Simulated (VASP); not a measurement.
# Be3Te4 (Pmn2_1) in VASP: single point with PBE

Aim: the single point of Be3Te4 with PBE.

Everything below comes from runs of VASP 6.6.1. Logs are shortened: lines on timing, memory, paths and dates and some standing lists are left out, and cuts for length are marked.

## (1) The cell of the first run

Symmetry: Pmn2_1, No. 31, orthorhombic system. Conventional cell: a = 6.535 Å, b = 7.481 Å, c = 6.890 Å, α = 90.00°, β = 90.00°, γ = 90.00°. Within 3.2 Å of Be (site symmetry m) lie 4 Te at 2.43 to 2.46 Å. Within 3.3 Å of Be (site symmetry 1) lie 4 Te at 2.43 to 2.49 Å and 2 Be at 3.25 to 3.29 Å. Te (site symmetry m) has 3 Be at 2.46 to 2.49 Å and 2 Te at 3.27 Å within 3.3 Å. Within 3.2 Å of Te (site symmetry 1) lie 3 Be at 2.43 to 2.46 Å and 1 Te at 3.19 Å. Te (site symmetry m) has 3 Be at 2.43 to 2.47 Å and 2 Te at 3.27 Å within 3.3 Å.

## (2) Single point, PBE (atoms taken out)

Contents of INCAR:

```
SYSTEM = Be3Te4
PREC     = Accurate       ! precision mode
ENCUT    = 520            ! plane-wave cutoff, eV
EDIFF    = 1E-7           ! SCF threshold, eV
ISMEAR   = 0              ! smearing method
SIGMA    = 0.2            ! smearing width, eV
LREAL    = .FALSE.        ! projectors in reciprocal space
LASPH    = .TRUE.         ! aspherical terms in the spheres
NELM     = 80             ! most SCF steps
ALGO     = Normal         ! electronic algorithm
ISIF     = 2              ! what is computed and relaxed
LWAVE    = .FALSE.        ! write WAVECAR
LCHARG   = .FALSE.        ! write CHGCAR
GGA      = PE             ! functional
NBANDS   = 43             ! bands
```

Contents of KPOINTS:

```
regular mesh
0
G
  2 3 3
  0 0 0
```

Contents of POSCAR:

```
Be3Te4
1.0
    6.5350810454      0.0000000000      0.0000000000
    0.0000000000      7.4812094522      0.0000000000
    0.0000000000      0.0000000000      6.8899808454
Be Te
6 8
Direct
    0.5000000000      0.8428755435      0.0163891723
    0.2513866318      0.3510124637      0.0101434553
    0.7486133682      0.3510124637      0.0101434553
    0.0000000000      0.1571244565      0.5163891723
    0.2486133682      0.6489875363      0.5101434553
    0.7513866318      0.6489875363      0.5101434553
    0.5000000000      0.1393128278      0.8605440505
    0.7442724088      0.3537869556      0.3645645977
    0.2557275912      0.3537869556      0.3645645977
    0.0000000000      0.8606871722      0.3605440505
    0.2442724088      0.6462130444      0.8645645977
    0.7557275912      0.6462130444      0.8645645977
    0.0000000000      0.1406731912      0.8686506712
    0.5000000000      0.8593268088      0.3686506712
```

Potentials or basis: VASP PAW PBE potentials, release 64 (Be, Te).

Command:

```bash
cat potpaw_PBE.64/Be/POTCAR potpaw_PBE.64/Te/POTCAR > POTCAR
mpirun -np 1 vasp_std > vasp.out
```

OUTCAR:

```text
SYSTEM = Be3Te4
   PREC = Accurate
   ENCUT = 520
   EDIFF = 1E-7
   ISMEAR = 0
   LREAL = .FALSE.
   LASPH = .TRUE.
   NELM = 80
   ISIF = 2
   GGA = PE

 ion  position               nearest neighbor table
   1  0.500  0.843  0.016-  14 2.43  12 2.46  11 2.46   7 2.46
   2  0.251  0.351  0.010-  11 2.43   9 2.44  13 2.47   7 2.49
   3  0.749  0.351  0.010-  12 2.43   8 2.44  13 2.47   7 2.49
   4  0.000  0.157  0.516-  13 2.43   9 2.46   8 2.46  10 2.46
   5  0.249  0.649  0.510-   9 2.43  11 2.44  14 2.47  10 2.49
   6  0.751  0.649  0.510-   8 2.43  12 2.44  14 2.47  10 2.49
   7  0.500  0.139  0.861-   1 2.46   2 2.49   3 2.49  13 3.27  13 3.27
   8  0.744  0.354  0.365-   6 2.43   3 2.44   4 2.46   9 3.19   9 3.34
   9  0.256  0.354  0.365-   5 2.43   2 2.44   4 2.46   8 3.19   8 3.34
  10  0.000  0.861  0.361-   4 2.46   5 2.49   6 2.49  14 3.27  14 3.27
  11  0.244  0.646  0.865-   2 2.43   5 2.44   1 2.46  12 3.19  12 3.34
  12  0.756  0.646  0.865-   3 2.43   6 2.44   1 2.46  11 3.19  11 3.34
  13  0.000  0.141  0.869-   4 2.43   3 2.47   2 2.47   7 3.27   7 3.27
  14  0.500  0.859  0.369-   1 2.43   5 2.47   6 2.47  10 3.27  10 3.27

  LATTYP: Found a simple orthorhombic cell.
 ALAT       =     6.5350810454
 B/A-ratio  =     1.0543068705
 C/A-ratio  =     1.1447768437

  Lattice vectors:

 A1 = (  -6.5350810454,   0.0000000000,   0.0000000000)
 A2 = (   0.0000000000,   0.0000000000,   6.8899808454)
 A3 = (   0.0000000000,   7.4812094522,   0.0000000000)

Analysis of symmetry for initial positions (statically):
=====================================================================
 Subroutine PRICEL returns:
 Original cell was already a primitive cell.

 Routine SETGRP: Setting up the symmetry group for a
 simple orthorhombic supercell.

 Subroutine GETGRP returns: Found  4 space group operations
 (whereof  2 operations were pure point group operations)
 out of a pool of  8 trial point group operations.

The static configuration has the point symmetry C_1h.
 The point group associated with its full space group is C_2v.

Analysis of symmetry for dynamics (positions and initial velocities):
=====================================================================
 Subroutine PRICEL returns:
 Original cell was already a primitive cell.

 Routine SETGRP: Setting up the symmetry group for a
 simple orthorhombic supercell.

 Subroutine GETGRP returns: Found  4 space group operations
 (whereof  2 operations were pure point group operations)
 out of a pool of  8 trial point group operations.

The dynamic configuration has the point symmetry C_1h.
 The point group associated with its full space group is C_2v.

 Subroutine INISYM returns: Found  4 space group operations
 (whereof  2 operations are pure point group operations),
 and found     1 'primitive' translations

----------------------------------------------------------------------------------------

                                     Primitive cell

  volume of cell :     336.8533

  direct lattice vectors                    reciprocal lattice vectors
     6.535081045  0.000000000  0.000000000     0.153020290  0.000000000  0.000000000
     0.000000000  7.481209452  0.000000000     0.000000000  0.133668227  0.000000000
     0.000000000  0.000000000  6.889980845     0.000000000  0.000000000  0.145138284

  length of vectors
     6.535081045  7.481209452  6.889980845     0.153020290  0.133668227  0.145138284

  position of ions in fractional coordinates (direct lattice)
     0.500000000  0.842875543  0.016389172
     0.251386632  0.351012464  0.010143455
     0.748613368  0.351012464  0.010143455
     0.000000000  0.157124457  0.516389172
     0.248613368  0.648987536  0.510143455
     0.751386632  0.648987536  0.510143455
     0.500000000  0.139312828  0.860544051
     0.744272409  0.353786956  0.364564598
     0.255727591  0.353786956  0.364564598
     0.000000000  0.860687172  0.360544051
     0.244272409  0.646213044  0.864564598
     0.755727591  0.646213044  0.864564598
     0.000000000  0.140673191  0.868650671
     0.500000000  0.859326809  0.368650671

  ion indices of the primitive-cell ions
   primitive index   ion index
                 1           1
                 2           2
                 3           3
                 4           4
                 5           5
                 6           6
                 7           7
                 8           8
                 9           9
                10          10
                11          11
                12          12
                13          13
                14          14

----------------------------------------------------------------------------------------

 KPOINTS: regular mesh

Automatic generation of k-mesh.
 Grid dimensions read from file:
 generate k-points for:    2    3    3

 Generating k-lattice:

  Cartesian coordinates                     Fractional coordinates (reciprocal lattice)
     0.076510145  0.000000000  0.000000000     0.500000000  0.000000000  0.000000000
     0.000000000  0.044556076  0.000000000     0.000000000  0.333333333  0.000000000
     0.000000000  0.000000000  0.048379428     0.000000000  0.000000000  0.333333333

  Length of vectors
     0.076510145  0.044556076  0.048379428

  Shift w.r.t. Gamma in fractional coordinates (k-lattice)
     0.000000000  0.000000000  0.000000000

 Subroutine IBZKPT returns following result:
 ===========================================

 Found      8 irreducible k-points:

 Following reciprocal coordinates:
            Coordinates               Weight
  0.000000  0.000000  0.000000      1.000000
  0.500000  0.000000  0.000000      1.000000
  0.000000  0.333333  0.000000      2.000000
  0.500000  0.333333  0.000000      2.000000
  0.000000  0.000000  0.333333      2.000000
  0.500000  0.000000  0.333333      2.000000
  0.000000  0.333333  0.333333      4.000000
  0.500000  0.333333  0.333333      4.000000
   k-points           NKPTS =      8   k-points in BZ     NKDIM =      8   number of bands    NBANDS=     43
   number of dos      NEDOS =    301   number of ions     NIONS =     14
   total plane-waves  NPLWV = 151200
   dimension x,y,z NGX =    50 NGY =   56 NGZ =   54
   dimension x,y,z NGXF=   100 NGYF=  112 NGZF=  108
   ions per type =               6   8
   NGX,Y,Z   is equivalent  to a cutoff of  12.72, 12.44, 13.03 a.u.
   NGXF,Y,Z  is equivalent  to a cutoff of  25.44, 24.89, 26.06 a.u.
 SYSTEM =  Be3Te4
   PREC   = accura    normal or accurate (medium, high low for compatibility)
   ISTART =      0    job   : 0-new  1-cont  2-samecut
   ICHARG =      2    charge: 1-file 2-atom 10-const
   ISPIN  =      1    spin polarized calculation?
   LNONCOLLINEAR =      F non collinear calculations
   LSORBIT =      F    spin-orbit coupling
   LASPH  =      T    aspherical Exc in radial PAW
   ENCUT  =  520.0 eV  38.22 Ry    6.18 a.u.  12.15 13.91 12.81*2*pi/ulx,y,z
   NELM   =     80;   NELMIN=  2; NELMDL= -5     # of ELM steps
   EDIFF  = 0.1E-06   stopping-criterion for ELM
   LREAL  =      F    real-space projection
   EDIFFG = 0.1E-05   stopping-criterion for IOM
   NSW    =      0    number of steps for IOM
   IBRION =     -1    ionic relax: 0-MD 1-quasi-New 2-CG
   NFREE  =      0    steps in history (QN), initial steepest desc. (CG)
   ISIF   =      2    stress and relaxation
   ISYM   =      2    0-nonsym 1-usesym 2-fastsym
   POTIM  = 0.5000    time-step for ionic-motion
   TEBEG  =    0.0;   TEEND  =   0.0 temperature during run
   PSTRESS=    0.0 pullay stress
   NELECT =      60.0000    total number of electrons
   NUPDOWN=      -1.0000    fix difference up-down
   EMIN   =  10.00;   EMAX   =-10.00  energy-range for DOS
   EFERMI =   0.00;   METHOD = LEGACY
   ISMEAR =     0;   SIGMA  =   0.20  broadening in eV -4-tet -1-fermi 0-gaus
   EFERMI_NEDOS =   21; number of points for ismear=-14 and -15
   IALGO  =     38    algorithm
   IMIX   =      4    mixing-type and parameters
     AMIX     =   0.40;   BMIX     =  1.00
     AMIX_MAG =   1.60;   BMIX_MAG =  1.00
  volume/ion in A,a.u.               =      24.06       162.37
  Fermi-wavevector in a.u.,A,eV,Ry     =   0.921110  1.740646 11.543784  0.848444
  Thomas-Fermi vector in A             =   2.046490
   LORBIT       =      0    0 simple, 1 ext, 2 COOP (PROOUT), +10 PAW based schemes
   GGA     = PE    functional components
   LHFCALC =     F    Hartree Fock is set to
   AEXX    =    0.0000 exact exchange contribution
   IVDW    =     0    specifies the selected vdW correction
   LEPSILON=     F    determine dielectric tensor
   LRPA    =     F    only Hartree local field effects (RPA)
 non-spin polarized calculation
 Gauss-broadening in eV      SIGMA  =   0.20
  energy-cutoff  :      520.00
  volume of cell :      336.85
 maximum number of plane-waves:      9098
 NGX is ok and might be reduce to    50
   NGX = 25   NGY = 27   NGZ = 25

 number of electron      59.9999997 magnetization

 Free energy of the ion-electron system (eV)
  ---------------------------------------------------
  ext. energy  EPLUGINS =         0.00000000
  ---------------------------------------------------
  free energy    TOTEN  =       -50.97661218 eV

  energy without entropy =      -50.97660673  energy(sigma->0) =      -50.97660946

 E-fermi :   5.4837     XC(G=0):  -9.0932

 val. band max:        4.9034470415   @ k =   0.5000   0.0000   0.0000
 cond. band min:       6.0409132358   @ k =   0.0000   0.0000   0.0000
 fundamental gap:      1.1374661943
 Fermi energy:         5.4836520256

 k-point     1 :       0.0000    0.0000    0.0000
  band No.  band energies     occupation
      1      -7.3466      2.00000
      2      -6.3562      2.00000
      3      -6.3198      2.00000
      4      -6.0576      2.00000
      5      -5.2101      2.00000
      6      -5.0003      2.00000
[... 349 lines left out ...]
     41       9.6211      0.00000
     42       9.6338      0.00000
 [bands above 42 left out]

------------------------ aborting loop because EDIFF is reached ----------------------------------------

  FORCE on cell =-STRESS in cart. coord.  units (eV):
  Direction    XX          YY          ZZ          XY          YZ          ZX
  --------------------------------------------------------------------------------------
  -------------------------------------------------------------------------------------
  Total        0.0644031      0.9488032      0.5488925      0.0000000      0.0000000      0.0000000
  in kB        0.3063207      4.5127982      2.6107008      0.0000000      0.0000000      0.0000000
  external PRESSURE =       2.4766066 kB  Pullay stress =       0.0000000 kB

 VOLUME and BASIS-vectors are now :
 -----------------------------------------------------------------------------
  energy-cutoff  :      520.00
  volume of cell :      336.85
      direct lattice vectors                 reciprocal lattice vectors
     6.535081045  0.000000000  0.000000000     0.153020290  0.000000000  0.000000000
     0.000000000  7.481209452  0.000000000     0.000000000  0.133668227  0.000000000
     0.000000000  0.000000000  6.889980845     0.000000000  0.000000000  0.145138284

 POSITION                                       TOTAL-FORCE (eV/Angst)
 -----------------------------------------------------------------------------------
      3.26754      6.30573      0.11292         0.000000     -0.000439     -0.014820
      1.64283      2.62600      0.06989         0.011240      0.003774     -0.002102
      4.89225      2.62600      0.06989        -0.011240      0.003774     -0.002102
      0.00000      1.17548      3.55791         0.000000      0.000439     -0.014820
      1.62471      4.85521      3.51488        -0.011240     -0.003774     -0.002102
      4.91037      4.85521      3.51488         0.011240     -0.003774     -0.002102
      3.26754      1.04223      5.92913         0.000000     -0.009309     -0.014367
      4.86388      2.64675      2.51184        -0.013849     -0.006174      0.008846
      1.67120      2.64675      2.51184         0.013849     -0.006174      0.008846
      0.00000      6.43898      2.48414         0.000000      0.009309     -0.014367
      1.59634      4.83446      5.95683        -0.013849      0.006174      0.008846
      4.93874      4.83446      5.95683         0.013849      0.006174      0.008846
      0.00000      1.05241      5.98499         0.000000     -0.024274      0.015700
      3.26754      6.42880      2.54000         0.000000      0.024274      0.015700
 -----------------------------------------------------------------------------------
    total drift:                                0.000000     -0.000000     -0.000153

  FREE ENERGIE OF THE ION-ELECTRON SYSTEM (eV)
  ---------------------------------------------------
  free  energy   TOTEN  =       -50.9766121836 eV

  energy  without entropy=      -50.9766067277  energy(sigma->0) =      -50.97660946
```

It took 4.9 min on 1 thread of Intel Xeon 8259CL, shared host; peak memory 0.43 GiB.

Results:

```
Free energy            : -50.9766 eV
Pressure               : 0.2 GPa
Largest force          : 0.029 eV/Å
Band gap on the k mesh : zero (bands 30 and 31 overlap by 2.72 eV)
```

Forces in eV/Å, atoms in the order of the input:
```
Be   0.000  0.000 -0.015
Be   0.011  0.004 -0.002
Be  -0.011  0.004 -0.002
Be   0.000  0.000 -0.015
Be  -0.011 -0.004 -0.002
Be   0.011 -0.004 -0.002
Te   0.000 -0.009 -0.014
Te  -0.014 -0.006  0.009
Te   0.014 -0.006  0.009
Te   0.000  0.009 -0.014
Te  -0.014  0.006  0.009
Te   0.014  0.006  0.009
Te   0.000 -0.024  0.016
Te   0.000  0.024  0.016
```

Levels at points of the mesh, in eV from the Fermi level:
```tsv
k point	band 26	band 27	band 28	band 29	band 30	band 31	band 32	band 33	band 34	band 35
(0.00, 0.00, 0.00)	-1.27	-0.94	-0.80	0.56	1.49	2.03	2.10	2.24	2.30	2.43
(0.50, 0.00, 0.00)	-1.76	-1.17	-1.17	-0.84	-0.84	-0.58	-0.58	2.41	2.41	2.85
```

Caveat: the k points lie up to 0.48 Å⁻¹ apart, too coarse for converged energies and pressures of a metal; the cell differs from its parent crystal (atoms taken out); spin-orbit coupling is left out, which moves the levels of the heavy elements.
